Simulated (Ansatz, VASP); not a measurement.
## One calculation of BN, two programs

```xyz
4
Lattice="2.5439 0.0000 0.0000 -1.2720 2.2031 0.0000 0.0000 0.0000 4.2078" Properties=species:S:1:pos:R:3 pbc="T T T"
B     0.0000    1.4688    0.0009
B     1.2720    0.7344    2.1048
N     0.0000    1.4688    1.5771
N     1.2720    0.7344    3.6810
```

Alike in both runs: task single point; functional PBE; k mesh 12 × 12 × 6; occupations fermi-dirac, width 0.02 eV; no spin polarisation.

```csv
,VASP,Ansatz
version,VASP 6.6.1,Ansatz 0.2.0
potentials or method,"VASP PAW PBE potentials, release 64 (B, N)","plane waves, PAW"
plane-wave cutoff (eV),520,420
valence electrons in the cell,16,16
```

VASP gave:

```
gap on the k mesh at the Fermi level (eV)                     : 5.19
pressure (GPa)                                                : 4.9
traceless stress, the component that is largest in VASP (GPa) : -0.11
rms of the force components (eV/Å)                            : 0.005
```

Task: Which values does Ansatz return?

Result: gap on the k mesh at the Fermi level (eV): 5.21; pressure (GPa): 4.7; traceless stress, the component that is largest in VASP (GPa): -0.07; rms of the force components (eV/Å): 0.004.

Atom by atom the forces differ by 0.001 eV/Å (rms over components).
